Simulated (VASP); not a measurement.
# Si8O in VASP: single point with PBE

Aim: the single point of Si8O with PBE.

Everything below comes from runs of VASP 6.6.1. Logs are shortened: lines on timing, memory, paths and dates and some standing lists are left out, and cuts for length are marked.

**1. The cell of the first run**

The cell holds a slab with vacuum, 9 atoms: a = 3.851 Å, b = 3.851 Å, c = 25.746 Å, α = 90.00°, β = 90.00°, γ = 120.00°.

**2. Single point, PBE, collinear spin, ferromagnetic start**

INCAR

```
PREC = Accurate ; ENCUT = 520
EDIFF = 1E-6 ; ISMEAR = 0
SIGMA = 0.05 ; LREAL = F
LASPH = T ; NELM = 150
ALGO = Normal ; ISIF = 2
LWAVE = F ; LCHARG = F
ISPIN = 2 ; MAGMOM = 0 0 0 0 0 0 0 0 2
LORBIT = 11 ; LDIPOL = T
IDIPOL = 3 ; DIPOL = 0.5 0.5 0.383
GGA = PE ; NBANDS = 33
```

KPOINTS

```
Automatic mesh
0
Gamma
  9 9 1
```

POSCAR

```
Si8O
1.0
    3.8510821792      0.0000000000      0.0000000000
   -1.9255410896      3.3351349992      0.0000000000
    0.0000000000      0.0000000000     25.7458745107
Si O
8 1
Direct
    0.6666666667      0.3333333333      0.1553646973
    0.3333333334      0.6666666667      0.1864797868
    0.3333333334      0.6666666667      0.2789705438
    0.6666666667      0.3333333333      0.3100856332
    0.6666666667      0.3333333333      0.4023777075
    0.3333333334      0.6666666667      0.4328816163
    0.3333333334      0.6666666667      0.5270845181
    0.6666666667      0.3333333333      0.5533264953
    0.8333333333      0.6666666667      0.5987790503
```

Potentials or basis: VASP PAW PBE potentials, release 64 (Si, O).

Started as:

```sh
> cat potpaw_PBE.64/Si/POTCAR potpaw_PBE.64/O/POTCAR > POTCAR
> mpirun -np 1 vasp_std > vasp.out
```

OUTCAR:

```text
PREC = Accurate
   ENCUT = 520
   EDIFF = 1E-6
   ISMEAR = 0
   LREAL = F
   LASPH = T
   NELM = 150
   ISIF = 2
   ISPIN = 2
   LORBIT = 11
   GGA = PE

 ion  position               nearest neighbor table
   1  0.667  0.333  0.155-   2 2.36   2 2.36   2 2.36
   2  0.333  0.667  0.186-   1 2.36   1 2.36   1 2.36   3 2.38
   3  0.333  0.667  0.279-   4 2.36   4 2.36   4 2.36   2 2.38
   4  0.667  0.333  0.310-   3 2.36   3 2.36   3 2.36   5 2.38
   5  0.667  0.333  0.402-   6 2.36   6 2.36   6 2.36   4 2.38
   6  0.333  0.667  0.433-   5 2.36   5 2.36   5 2.36   7 2.43
   7  0.333  0.667  0.527-   8 2.32   8 2.32   8 2.32   6 2.43
   8  0.667  0.333  0.553-   9 1.61   7 2.32   7 2.32   7 2.32
   9  0.833  0.667  0.599-   8 1.61

  LATTYP: Found a hexagonal cell.
 ALAT       =     3.8510821792
 C/A-ratio  =     6.6853609746

  Lattice vectors:

 A1 = (   3.8510821792,   0.0000000000,   0.0000000000)
 A2 = (  -1.9255410896,   3.3351349992,   0.0000000000)
 A3 = (   0.0000000000,   0.0000000000,  25.7458745107)

Analysis of symmetry for initial positions (statically):
=====================================================================
 Subroutine PRICEL returns:
 Original cell was already a primitive cell.

 Routine SETGRP: Setting up the symmetry group for a
 hexagonal supercell.

 Subroutine GETGRP returns: Found  2 space group operations
 (whereof  2 operations were pure point group operations)
 out of a pool of 24 trial point group operations.

The static configuration has the point symmetry C_1h.

Analysis of symmetry for dynamics (positions and initial velocities):
=====================================================================
 Subroutine PRICEL returns:
 Original cell was already a primitive cell.

 Routine SETGRP: Setting up the symmetry group for a
 hexagonal supercell.

 Subroutine GETGRP returns: Found  2 space group operations
 (whereof  2 operations were pure point group operations)
 out of a pool of 24 trial point group operations.

The dynamic configuration has the point symmetry C_1h.

Analysis of structural, dynamic, and magnetic symmetry:
=====================================================================
 Subroutine PRICEL returns:
 Original cell was already a primitive cell.

 Routine SETGRP: Setting up the symmetry group for a
 hexagonal supercell.

 Subroutine GETGRP returns: Found  2 space group operations
 (whereof  2 operations were pure point group operations)
 out of a pool of 24 trial point group operations.

The overall configuration has the point symmetry C_1h.

 Subroutine INISYM returns: Found  2 space group operations
 (whereof  2 operations are pure point group operations),
 and found     1 'primitive' translations
[... 169 lines left out ...]

 spin component 1

 k-point     1 :       0.0000    0.0000    0.0000
  band No.  band energies     occupation
      1     -18.1014      1.00000
      2     -11.8895      1.00000
      3     -11.2783      1.00000
      4     -10.4758      1.00000
      5      -9.7894      1.00000
      6      -6.2443      1.00000
[... 805 lines left out ...]
     30       5.3178      0.00000
     31       5.6267      0.00000

 [... further k-points ...]

 spin component 2

 k-point     1 :       0.0000    0.0000    0.0000
  band No.  band energies     occupation
      1     -18.1694      1.00000
      2     -11.9594      1.00000
      3     -11.3769      1.00000
      4     -10.5935      1.00000
      5      -9.8348      1.00000
      6      -6.3898      1.00000
[... 805 lines left out ...]
     30       5.1736      0.00000
     31       5.4681      0.00000

 [... further k-points ...]

 [bands above 31 left out]

------------------------ aborting loop because EDIFF is reached ----------------------------------------

 vacuum level on the upper side and lower side of the slab       (xc-potential included)         1.281        -1.696

  FORCE on cell =-STRESS in cart. coord.  units (eV):
  Direction    XX          YY          ZZ          XY          YZ          ZX
  --------------------------------------------------------------------------------------
  -------------------------------------------------------------------------------------
  Total        1.4114577      0.5624096      1.1453746      0.0000000     -1.3027144      0.0000000
  in kB        6.8387164      2.7249559      5.5495052      0.0000000     -6.3118397      0.0000000
  external PRESSURE =       5.0377258 kB  Pullay stress =       0.0000000 kB

 VOLUME and BASIS-vectors are now :
 -----------------------------------------------------------------------------
  energy-cutoff  :      520.00
  volume of cell :      330.68
      direct lattice vectors                 reciprocal lattice vectors
     3.851082179  0.000000000  0.000000000     0.259667271  0.149918969  0.000000000
    -1.925541090  3.335134999  0.000000000     0.000000000  0.299837938  0.000000000
     0.000000000  0.000000000 25.745874511     0.000000000  0.000000000  0.038841174

 POSITION                                       TOTAL-FORCE (eV/Angst)
 -----------------------------------------------------------------------------------
      1.92554      1.11171      4.00000         0.000000     -0.005351      0.468778
      0.00000      2.22342      4.80109         0.000000      0.006376     -0.623955
      0.00000      2.22342      7.18234         0.000000      0.001818      0.165890
      1.92554      1.11171      7.98343         0.000000     -0.005722     -0.119244
      1.92554      1.11171     10.35957         0.000000     -0.009064     -0.184972
      0.00000      2.22342     11.14492        -0.000000      0.226184      0.345337
      0.00000      2.22342     13.57025         0.000000      0.065121     -1.082451
      1.92554      1.11171     14.24587         0.000000      0.241554      0.922299
      1.92554      2.22342     15.41609        -0.000000     -0.520917      0.108318
 -----------------------------------------------------------------------------------
    total drift:                                0.000001     -0.000068     -0.000439

  FREE ENERGIE OF THE ION-ELECTRON SYSTEM (eV)
  ---------------------------------------------------
  free  energy   TOTEN  =       -47.3246774570 eV

  energy  without entropy=      -47.3206781637  energy(sigma->0) =      -47.32267781

 vacuum level on the upper side and lower side of the slab         7.161         4.116

 total charge

# of ion       s       p       d       tot
------------------------------------------
    1        0.794   0.846   0.000   1.640
    2        0.756   0.912   0.000   1.668
    3        0.760   0.911   0.000   1.671
    4        0.756   0.923   0.000   1.679
    5        0.758   0.916   0.000   1.674
    6        0.761   0.917   0.000   1.677
    7        0.802   0.873   0.000   1.675
    8        0.759   0.911   0.000   1.670
    9        1.598   3.356   0.000   4.954
--------------------------------------------------
tot          7.744  10.564   0.000  18.308

 magnetization (x)

# of ion       s       p       d       tot
------------------------------------------
    1       -0.035  -0.175   0.000  -0.210
    2       -0.003  -0.016   0.000  -0.019
    3       -0.008  -0.033   0.000  -0.040
    4       -0.002  -0.012   0.000  -0.014
    5       -0.001  -0.007   0.000  -0.008
    6       -0.000  -0.007   0.000  -0.008
    7       -0.001  -0.012   0.000  -0.013
    8       -0.000  -0.003   0.000  -0.004
    9       -0.001  -0.042   0.000  -0.043
--------------------------------------------------
tot         -0.050  -0.308   0.000  -0.358
```

OSZICAR:

```text
N       E                     dE             d eps       ncg     rms          rms(c)
DAV:   1     0.170782346694E+03    0.17078E+03   -0.13547E+04  3300   0.887E+02
DAV:   2    -0.270561081146E+02   -0.19784E+03   -0.18831E+03  4399   0.168E+02
DAV:   3    -0.487422821957E+02   -0.21686E+02   -0.21126E+02  4148   0.539E+01
DAV:   4    -0.494494952166E+02   -0.70721E+00   -0.70512E+00  4368   0.113E+01
[... 31 lines left out ...]
DAV:  36    -0.473246327856E+02   -0.13695E-04   -0.71044E-07  2993   0.317E-03    0.240E-03
DAV:  37    -0.473246651878E+02   -0.32402E-04   -0.15188E-06  3304   0.383E-03    0.165E-03
DAV:  38    -0.473246746204E+02   -0.94327E-05   -0.10369E-06  3359   0.426E-03    0.102E-03
DAV:  39    -0.473246769837E+02   -0.23633E-05   -0.48105E-07  2875   0.291E-03    0.549E-04
DAV:  40    -0.473246774570E+02   -0.47330E-06   -0.15073E-07  3000   0.152E-03
   1 F= -.47324677E+02 E0= -.47322678E+02  d E =-.399929E-02  mag=    -0.9459
```

stdout:

```text
POSCAR found type information on POSCAR SiO
 POSCAR found :  2 types and       9 ions
 scaLAPACK will be used
 LDA part: xc-table for (Slater+PW92), standard interpolation
 POSCAR, INCAR and KPOINTS ok, starting setup
 FFT: planning ... GRIDC
 FFT: planning ... GRID_SOFT
 FFT: planning ... GRID
 WAVECAR not read
 entering main loop
```

Run time: 16 min. Hardware: 1 thread of Intel Xeon 6975P-C (Granite Rapids), shared host; peak memory 0.79 GiB.

Results:

```
Free energy                                           : -47.3247 eV
Largest force                                         : 1.084 eV/Å
Net moment                                            : -0.95 μB per cell
Site moments                                          : Si -0.21, -0.02, -0.04, -0.01, -0.00 (each value once); O -0.04 μB
Valence electrons inside the program's atomic spheres : Si 1.64, 1.67, 1.68 (each value once); O 4.95
```

Forces in eV/Å, atoms in the order of the input:
```
Si   0.000 -0.005  0.469
Si   0.000  0.006 -0.624
Si   0.000  0.002  0.166
Si   0.000 -0.006 -0.119
Si   0.000 -0.009 -0.185
Si   0.000  0.226  0.345
Si   0.000  0.065 -1.082
Si   0.000  0.242  0.922
O    0.000 -0.521  0.108
```

Caveat: a moment this small can come from the mesh or the smearing.
